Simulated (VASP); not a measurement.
# SnO2 (P4_2/mnm) in VASP: a series of runs

Runs on SnO2. Level: PBE. Tasks: single point.

Everything below comes from runs of VASP 6.6.1. Logs are shortened: lines on timing, memory, paths and dates and some standing lists are left out, and cuts for length are marked.

## 1. The cell of the first run

Symmetry: P4_2/mnm, No. 136, tetragonal system. Conventional cell: a = 4.697 Å, b = 4.697 Å, c = 3.314 Å, α = 90.00°, β = 90.00°, γ = 90.00°. Sn (site symmetry mmm) has 6 O at 2.04 to 2.10 Å within 2.7 Å. Within 2.7 Å of O (site symmetry m2m) lie 3 Sn at 2.04 to 2.10 Å and 1 O at 2.56 Å.

## 2. Single point, PBE

The input, INCAR:

```
PREC = Accurate ; ENCUT = 600
EDIFF = 1E-6 ; ISMEAR = 0
SIGMA = 0.1 ; LREAL = F
LASPH = T ; NELM = 120
ALGO = Normal ; ISIF = 2
LWAVE = F ; LCHARG = F
GGA = PE ; NBANDS = 35
GGA_COMPAT = F
```

The input, KPOINTS:

```
Automatic mesh
0
Gamma
  4 4 6
```

The input, POSCAR:

```
SnO2
1.0
    4.6968230732      0.0000000000      0.0000000000
    0.0000000000      4.6968230732      0.0000000000
    0.0000000000      0.0000000000      3.3141596686
Sn O
2 4
Direct
    0.0000000000      0.0000000000      0.0000000000
    0.5000000000      0.5000000000      0.5000000000
    0.6930000000      0.6930000000      0.0000000000
    0.3070000000      0.3070000000      0.0000000000
    0.8070000000      0.1930000000      0.5000000000
    0.1930000000      0.8070000000      0.5000000000
```

Potentials or basis: VASP PAW PBE potentials, release 64 (Sn_d, O).

Command:

```
cat potpaw_PBE.64/Sn_d/POTCAR potpaw_PBE.64/O/POTCAR > POTCAR
mpirun -np 1 vasp_std > vasp.out
```

OUTCAR:

```text
PREC = Accurate
   ENCUT = 600
   EDIFF = 1E-6
   ISMEAR = 0
   LREAL = F
   LASPH = T
   NELM = 120
   ISIF = 2
   GGA = PE

 ion  position               nearest neighbor table
   1  0.000  0.000  0.000-   3 2.04   4 2.04   5 2.10   6 2.10   5 2.10   6 2.10   2 3.71   2 3.71
                             2 3.71   2 3.71   2 3.71   2 3.71   2 3.71   2 3.71
   2  0.500  0.500  0.500-   5 2.04   6 2.04   3 2.10   4 2.10   3 2.10   4 2.10   1 3.71   1 3.71
                             1 3.71   1 3.71   1 3.71   1 3.71   1 3.71   1 3.71
   3  0.693  0.693  0.000-   1 2.04   2 2.10   2 2.10
   4  0.307  0.307  0.000-   1 2.04   2 2.10   2 2.10
   5  0.807  0.193  0.500-   2 2.04   1 2.10   1 2.10
   6  0.193  0.807  0.500-   2 2.04   1 2.10   1 2.10

  LATTYP: Found a simple tetragonal cell.
 ALAT       =     4.6968230732
 C/A-ratio  =     0.7056173113

  Lattice vectors:

 A1 = (   4.6968230732,   0.0000000000,   0.0000000000)
 A2 = (   0.0000000000,   4.6968230732,   0.0000000000)
 A3 = (   0.0000000000,   0.0000000000,   3.3141596686)

Analysis of symmetry for initial positions (statically):
=====================================================================
 Subroutine PRICEL returns:
 Original cell was already a primitive cell.

 Routine SETGRP: Setting up the symmetry group for a
 simple tetragonal supercell.

 Subroutine GETGRP returns: Found 16 space group operations
 (whereof  8 operations were pure point group operations)
 out of a pool of 16 trial point group operations.

The static configuration has the point symmetry D_2h.
 The point group associated with its full space group is D_4h.

Analysis of symmetry for dynamics (positions and initial velocities):
=====================================================================
 Subroutine PRICEL returns:
 Original cell was already a primitive cell.

 Routine SETGRP: Setting up the symmetry group for a
 simple tetragonal supercell.

 Subroutine GETGRP returns: Found 16 space group operations
 (whereof  8 operations were pure point group operations)
 out of a pool of 16 trial point group operations.

The dynamic configuration has the point symmetry D_2h.
 The point group associated with its full space group is D_4h.

 Subroutine INISYM returns: Found 16 space group operations
 (whereof  8 operations are pure point group operations),
 and found     1 'primitive' translations

----------------------------------------------------------------------------------------

                                     Primitive cell

  volume of cell :      73.1108

  direct lattice vectors                    reciprocal lattice vectors
     4.696823073  0.000000000  0.000000000     0.212909872  0.000000000  0.000000000
     0.000000000  4.696823073  0.000000000     0.000000000  0.212909872  0.000000000
     0.000000000  0.000000000  3.314159669     0.000000000  0.000000000  0.301735613

  length of vectors
     4.696823073  4.696823073  3.314159669     0.212909872  0.212909872  0.301735613

  position of ions in fractional coordinates (direct lattice)
     0.000000000  0.000000000  0.000000000
     0.500000000  0.500000000  0.500000000
     0.693000000  0.693000000  0.000000000
     0.307000000  0.307000000  0.000000000
     0.807000000  0.193000000  0.500000000
     0.193000000  0.807000000  0.500000000

  ion indices of the primitive-cell ions
   primitive index   ion index
                 1           1
                 2           2
                 3           3
                 4           4
                 5           5
                 6           6

----------------------------------------------------------------------------------------

 KPOINTS: Automatic mesh

Automatic generation of k-mesh.
 Grid dimensions read from file:
 generate k-points for:    4    4    6

 Generating k-lattice:

  Cartesian coordinates                     Fractional coordinates (reciprocal lattice)
     0.053227468  0.000000000  0.000000000     0.250000000  0.000000000  0.000000000
     0.000000000  0.053227468  0.000000000     0.000000000  0.250000000  0.000000000
     0.000000000  0.000000000  0.050289269     0.000000000  0.000000000  0.166666667

  Length of vectors
     0.053227468  0.053227468  0.050289269

  Shift w.r.t. Gamma in fractional coordinates (k-lattice)
     0.000000000  0.000000000  0.000000000

 Subroutine IBZKPT returns following result:
 ===========================================

 Found     24 irreducible k-points:

 Following reciprocal coordinates:
            Coordinates               Weight
  0.000000  0.000000  0.000000      1.000000
  0.250000  0.000000  0.000000      4.000000
  0.500000  0.000000  0.000000      2.000000
  0.250000  0.250000  0.000000      4.000000
  0.500000  0.250000  0.000000      4.000000
  0.500000  0.500000  0.000000      1.000000
[... 16 lines left out ...]
  0.500000  0.250000  0.500000      4.000000
  0.500000  0.500000  0.500000      1.000000
   k-points           NKPTS =     24   k-points in BZ     NKDIM =     24   number of bands    NBANDS=     35
   number of dos      NEDOS =    301   number of ions     NIONS =      6
   total plane-waves  NPLWV =  44800
   dimension x,y,z NGX =    40 NGY =   40 NGZ =   28
   dimension x,y,z NGXF=    80 NGYF=   80 NGZF=   56
   ions per type =               2   4
   NGX,Y,Z   is equivalent  to a cutoff of  14.16, 14.16, 14.05 a.u.
   NGXF,Y,Z  is equivalent  to a cutoff of  28.32, 28.32, 28.09 a.u.
 SYSTEM =  unknown system
   PREC   = accura    normal or accurate (medium, high low for compatibility)
   ISTART =      0    job   : 0-new  1-cont  2-samecut
   ICHARG =      2    charge: 1-file 2-atom 10-const
   ISPIN  =      1    spin polarized calculation?
   LNONCOLLINEAR =      F non collinear calculations
   LSORBIT =      F    spin-orbit coupling
   LASPH  =      T    aspherical Exc in radial PAW
   ENCUT  =  600.0 eV  44.10 Ry    6.64 a.u.   9.38  9.38  6.62*2*pi/ulx,y,z
   NELM   =    120;   NELMIN=  2; NELMDL= -5     # of ELM steps
   EDIFF  = 0.1E-05   stopping-criterion for ELM
   LREAL  =      F    real-space projection
   EDIFFG = 0.1E-04   stopping-criterion for IOM
   NSW    =      0    number of steps for IOM
   IBRION =     -1    ionic relax: 0-MD 1-quasi-New 2-CG
   NFREE  =      0    steps in history (QN), initial steepest desc. (CG)
   ISIF   =      2    stress and relaxation
   ISYM   =      2    0-nonsym 1-usesym 2-fastsym
   POTIM  = 0.5000    time-step for ionic-motion
   TEBEG  =    0.0;   TEEND  =   0.0 temperature during run
   PSTRESS=    0.0 pullay stress
   NELECT =      52.0000    total number of electrons
   NUPDOWN=      -1.0000    fix difference up-down
   EMIN   =  10.00;   EMAX   =-10.00  energy-range for DOS
   EFERMI =   0.00;   METHOD = LEGACY
   ISMEAR =     0;   SIGMA  =   0.10  broadening in eV -4-tet -1-fermi 0-gaus
   EFERMI_NEDOS =   21; number of points for ismear=-14 and -15
   IALGO  =     38    algorithm
   IMIX   =      4    mixing-type and parameters
     AMIX     =   0.40;   BMIX     =  1.00
     AMIX_MAG =   1.60;   BMIX_MAG =  1.00
  volume/ion in A,a.u.               =      12.19        82.23
  Fermi-wavevector in a.u.,A,eV,Ry     =   1.461331  2.761516 29.055092  2.135489
  Thomas-Fermi vector in A             =   2.577675
   LORBIT       =      0    0 simple, 1 ext, 2 COOP (PROOUT), +10 PAW based schemes
   GGA     = PE    functional components
   LHFCALC =     F    Hartree Fock is set to
   AEXX    =    0.0000 exact exchange contribution
   IVDW    =     0    specifies the selected vdW correction
   LEPSILON=     F    determine dielectric tensor
   LRPA    =     F    only Hartree local field effects (RPA)
 non-spin polarized calculation
 Gauss-broadening in eV      SIGMA  =   0.10
  energy-cutoff  :      600.00
  volume of cell :       73.11
 maximum number of plane-waves:      2465
 NGX is ok and might be reduce to    40
   NGX = 19   NGY = 19   NGZ = 13

 number of electron      51.9999998 magnetization

 Free energy of the ion-electron system (eV)
  ---------------------------------------------------
  ext. energy  EPLUGINS =         0.00000000
  ---------------------------------------------------
  free energy    TOTEN  =       -37.21330295 eV

  energy without entropy =      -37.21330295  energy(sigma->0) =      -37.21330295

 E-fermi :   6.3473     XC(G=0): -11.1656

 val. band max:        5.8953815768   @ k =   0.0000   0.0000   0.0000
 cond. band min:       6.7597375771   @ k =   0.0000   0.0000   0.0000
 fundamental gap:      0.8643560003
 Fermi energy:         6.3473003921

 k-point     1 :       0.0000    0.0000    0.0000
  band No.  band energies     occupation
      1     -15.1468      2.00000
      2     -14.3409      2.00000
      3     -14.2116      2.00000
      4     -14.1843      2.00000
      5     -14.1843      2.00000
      6     -14.1841      2.00000
[... 27 lines left out ...]
     34      18.0873      0.00000
     35      18.5052      0.00000

 k-point     2 :       0.2500    0.0000    0.0000
  band No.  band energies     occupation
      1     -15.0513      2.00000
      2     -14.4642      2.00000
      3     -14.2235      2.00000
      4     -14.2138      2.00000
      5     -14.1804      2.00000
      6     -14.1802      2.00000
[... 27 lines left out ...]
     34      18.2545      0.00000
     35      18.4291      0.00000

 k-point     3 :       0.5000    0.0000    0.0000
  band No.  band energies     occupation
      1     -14.7876      2.00000
      2     -14.7876      2.00000
      3     -14.2211      2.00000
      4     -14.2211      2.00000
      5     -14.1762      2.00000
      6     -14.1762      2.00000
[... 27 lines left out ...]
     34      17.8491      0.00000
     35      18.4612      0.00000
[... 723 lines left out ...]
 k-point    23 :       0.5000    0.2500    0.5000
  band No.  band energies     occupation
      1     -14.9583      2.00000
      2     -14.9583      2.00000
      3     -14.3420      2.00000
      4     -14.3420      2.00000
      5     -14.0319      2.00000
      6     -14.0319      2.00000
[... 27 lines left out ...]
     34      17.3724      0.00000
     35      18.7467      0.00000

 k-point    24 :       0.5000    0.5000    0.5000
  band No.  band energies     occupation
      1     -14.8193      2.00000
      2     -14.8193      2.00000
      3     -14.5459      2.00000
      4     -14.5459      2.00000
      5     -14.0166      2.00000
      6     -14.0166      2.00000
[... 27 lines left out ...]
     34      16.8581      0.00000
     35      19.2558      0.00000

------------------------ aborting loop because EDIFF is reached ----------------------------------------

  FORCE on cell =-STRESS in cart. coord.  units (eV):
  Direction    XX          YY          ZZ          XY          YZ          ZX
  --------------------------------------------------------------------------------------
  -------------------------------------------------------------------------------------
  Total        3.5410780      3.5410780     -0.2220934      0.0000000      0.0000000      0.0000000
  in kB       77.6004504     77.6004504     -4.8670351      0.0000000      0.0000000      0.0000000
  external PRESSURE =      50.1112886 kB  Pullay stress =       0.0000000 kB

 VOLUME and BASIS-vectors are now :
 -----------------------------------------------------------------------------
  energy-cutoff  :      600.00
  volume of cell :       73.11
      direct lattice vectors                 reciprocal lattice vectors
     4.696823073  0.000000000  0.000000000     0.212909872  0.000000000  0.000000000
     0.000000000  4.696823073  0.000000000     0.000000000  0.212909872  0.000000000
     0.000000000  0.000000000  3.314159669     0.000000000  0.000000000  0.301735613

 POSITION                                       TOTAL-FORCE (eV/Angst)
 -----------------------------------------------------------------------------------
      0.00000      0.00000      0.00000         0.000000      0.000000      0.000000
      2.34841      2.34841      1.65708         0.000000      0.000000      0.000000
      3.25490      3.25490      0.00000         0.003753      0.003753     -0.000000
      1.44192      1.44192      0.00000        -0.003753     -0.003753      0.000000
      3.79034      0.90649      1.65708        -0.003753      0.003753     -0.000000
      0.90649      3.79034      1.65708         0.003753     -0.003753      0.000000
 -----------------------------------------------------------------------------------
    total drift:                                0.000000      0.000000     -0.000000

  FREE ENERGIE OF THE ION-ELECTRON SYSTEM (eV)
  ---------------------------------------------------
  free  energy   TOTEN  =       -37.2133029532 eV

  energy  without entropy=      -37.2133029531  energy(sigma->0) =      -37.21330295
```

Run time: 70 s. Hardware: 1 thread of Intel Xeon 8259CL, shared host; peak memory 0.23 GiB.

What came out:

```
Free energy            : -37.2133 eV
Pressure               : 5.0 GPa
Largest force          : 0.005 eV/Å
Band gap on the k mesh : 0.86 eV
```

Forces on the atoms (eV/Å):
```
Sn   0.000  0.000  0.000
Sn   0.000  0.000  0.000
O    0.004  0.004  0.000
O   -0.004 -0.004  0.000
O   -0.004  0.004  0.000
O    0.004 -0.004  0.000
```

Levels at points of the mesh, in eV from the valence-band top:
```
           k point  band 22  band 23  band 24  band 25  band 26  band 27  band 28  band 29  band 30  band 31
(0.00, 0.00, 0.00)    -1.33    -1.33    -0.70    -0.70     0.00     0.86     5.54     5.91     5.91     9.86
(0.50, 0.00, 0.00)    -1.89    -1.27    -1.27    -0.58    -0.58     4.16     4.16     6.64     6.64    11.01
(0.50, 0.50, 0.00)    -1.96    -1.42    -1.42    -0.77    -0.77     4.44     4.44     7.16     7.16    11.02
(0.00, 0.00, 0.50)    -2.54    -1.61    -1.61    -1.20    -1.20     5.88     5.88     9.72     9.72     9.98
(0.50, 0.00, 0.50)    -1.69    -1.01    -1.01    -0.61    -0.61     6.22     6.22     8.10     8.10    10.40
(0.50, 0.50, 0.50)    -2.21    -0.89    -0.89    -0.72    -0.72     4.70     4.70     8.81     8.81    10.42
```

Caveat: the stress differs along the axes, from -0 to 8 GPa; spin-orbit coupling is left out, which moves the levels of the heavy elements.

## 3. Single point, PBE

This run uses another cell than the first one, of 12.15 Å³/atom.

The input, INCAR:

```
SYSTEM = SnO2
PREC = Accurate
ENCUT = 600
EDIFF = 1E-6
ISMEAR = 0
SIGMA = 0.02
LREAL = .False.
LASPH = .True.
NELM = 120
ALGO = Normal
ISIF = 2
LWAVE = .False.
LCHARG = .False.
GGA = PE
NBANDS = 35
GGA_COMPAT = .False.
```

The input, KPOINTS:

```
Automatic mesh
0
Gamma
  6 6 8
  0 0 0
```

The input, POSCAR:

```
SnO2
1.0
    4.6968230732      0.0000000000      0.0000000000
    0.0000000000      4.6968230732      0.0000000000
    0.0000000000      0.0000000000      3.3047729586
Sn O
2 4
Direct
    0.0000000000      0.0000000000      0.0000000000
    0.5000000000      0.5000000000      0.5000000000
    0.6930848472      0.6930848472      0.0000000000
    0.3069151528      0.3069151528      0.0000000000
    0.8069151528      0.1930848472      0.5000000000
    0.1930848472      0.8069151528      0.5000000000
```

Potentials or basis: VASP PAW PBE potentials, release 64 (Sn_d, O).

Command:

```
cat potpaw_PBE.64/Sn_d/POTCAR potpaw_PBE.64/O/POTCAR > POTCAR
mpirun -np 1 vasp_std > vasp.out
```

Wall time 2.6 min (1 thread of Intel Xeon 8259CL, shared host); peak memory 0.28 GiB.

The run converged. Its results:

| Item | Value |
| --- | --- |
| Free energy | -37.2143 eV |
| Pressure | 5.7 GPa |
| Largest force | 0.008 eV/Å |
| Band gap on the k mesh | 0.90 eV |

Forces on the atoms (eV/Å):
```
Sn   0.000  0.000  0.000
Sn   0.000  0.000  0.000
O    0.005  0.005  0.000
O   -0.005 -0.005  0.000
O   -0.005  0.005  0.000
O    0.005 -0.005  0.000
```

Stress tensor (GPa, compression positive):
```
8.24 0.00 0.00
0.00 8.24 0.00
0.00 0.00 0.63
```

Levels at points of the mesh, in eV from the valence-band top:
```tsv
k point	band 22	band 23	band 24	band 25	band 26	band 27	band 28	band 29	band 30	band 31
(0.00, 0.00, 0.00)	-1.32	-1.32	-0.70	-0.70	0.00	0.90	5.59	5.94	5.94	9.92
(0.50, 0.00, 0.00)	-1.90	-1.26	-1.26	-0.58	-0.58	4.19	4.19	6.68	6.68	11.03
(0.50, 0.50, 0.00)	-1.97	-1.42	-1.42	-0.78	-0.78	4.48	4.48	7.20	7.20	11.04
(0.00, 0.00, 0.50)	-2.55	-1.62	-1.62	-1.20	-1.20	5.92	5.92	9.73	9.73	10.04
(0.50, 0.00, 0.50)	-1.69	-1.02	-1.02	-0.61	-0.61	6.25	6.25	8.12	8.12	10.46
(0.50, 0.50, 0.50)	-2.22	-0.89	-0.89	-0.73	-0.73	4.72	4.72	8.83	8.83	10.47
```

Caveat: the stress differs along the axes, from 1 to 8 GPa; spin-orbit coupling is left out, which moves the levels of the heavy elements.

## 4. Single point, PBE

The input, INCAR:

```
PREC = Accurate ; ENCUT = 600
EDIFF = 1E-6 ; ISMEAR = 0
SIGMA = 0.02 ; LREAL = F
LASPH = T ; NELM = 120
ALGO = Normal ; ISIF = 2
LWAVE = F ; LCHARG = T
GGA = PE ; LELF = T
LVHAR = T ; NBANDS = 35
GGA_COMPAT = F
```

The input, KPOINTS:

```
Automatic mesh
0
Gamma
  6 6 8
```

The input, POSCAR:

```
SnO2
1.0
    4.6968230732      0.0000000000      0.0000000000
    0.0000000000      4.6968230732      0.0000000000
    0.0000000000      0.0000000000      3.3141596686
Sn O
2 4
Direct
    0.0000000000      0.0000000000      0.0000000000
    0.5000000000      0.5000000000      0.5000000000
    0.6930000000      0.6930000000      0.0000000000
    0.3070000000      0.3070000000      0.0000000000
    0.8070000000      0.1930000000      0.5000000000
    0.1930000000      0.8070000000      0.5000000000
```

Command:

```
cat potpaw_PBE.64/Sn_d/POTCAR potpaw_PBE.64/O/POTCAR > POTCAR
mpirun -np 1 vasp_std > vasp.out
```

Wall time 2.5 min (1 thread of Intel Xeon 8259CL, shared host); peak memory 0.28 GiB.

Results (log left out):

* Free energy: -37.2148 eV
* Pressure: 5.0 GPa
* Largest force: 0.005 eV/Å
* Band gap on the k mesh: 0.87 eV

Forces in eV/Å, atoms in the order of the input:
```
Sn   0.000  0.000  0.000
Sn   0.000  0.000  0.000
O    0.004  0.004  0.000
O   -0.004 -0.004  0.000
O   -0.004  0.004  0.000
O    0.004 -0.004  0.000
```

Stress tensor (GPa, compression positive):
```
 7.78  0.00  0.00
 0.00  7.78  0.00
 0.00  0.00 -0.45
```

Levels at points of the mesh, in eV from the valence-band top:
```csv
k point,band 24,band 25,band 26,band 27,band 28,band 29
"(0.00, 0.00, 0.00)",-0.70,-0.70,0.00,0.87,5.54,5.91
"(0.50, 0.00, 0.00)",-1.27,-0.58,-0.58,4.16,4.16,6.65
"(0.50, 0.50, 0.00)",-1.42,-0.77,-0.77,4.44,4.44,7.16
"(0.00, 0.00, 0.50)",-1.61,-1.20,-1.20,5.88,5.88,9.72
"(0.50, 0.00, 0.50)",-1.01,-0.61,-0.61,6.22,6.22,8.11
"(0.50, 0.50, 0.50)",-0.89,-0.72,-0.72,4.70,4.70,8.81
```

Caveat: the stress differs along the axes, from -0 to 8 GPa; spin-orbit coupling is left out, which moves the levels of the heavy elements.

## 5. The runs side by side

| cell | k mesh | smearing | gap on the mesh (eV) | pressure (GPa) | largest force (eV/Å) |
| --- | --- | --- | --- | --- | --- |
| a = 4.697, b = 4.697, c = 3.314 Å, 6 atoms | 4 × 4 × 6 | gaussian 0.1 eV | 0.86 | 5.0 | 0.01 |
| a = 4.697, b = 4.697, c = 3.305 Å, 6 atoms | 6 × 6 × 8 | gaussian 0.02 eV | 0.90 | 5.7 | 0.01 |
| a = 4.697, b = 4.697, c = 3.314 Å, 6 atoms | 6 × 6 × 8 | gaussian 0.02 eV | 0.87 | 5.0 | 0.01 |

Alike in all rows: task single point; level PBE; potentials or basis VASP PAW PBE potentials, release 64 (Sn_d, O); no spin polarisation; cutoff (eV) 600.

Caveats: spin-orbit coupling is left out, which moves the levels of the heavy elements; the stress differs along the axes, from -0 to 8 GPa (at least some runs); the stress differs along the axes, from 1 to 8 GPa (at least some runs).

Total energies depend on the potentials used, so only differences within one code and one set of settings carry meaning.
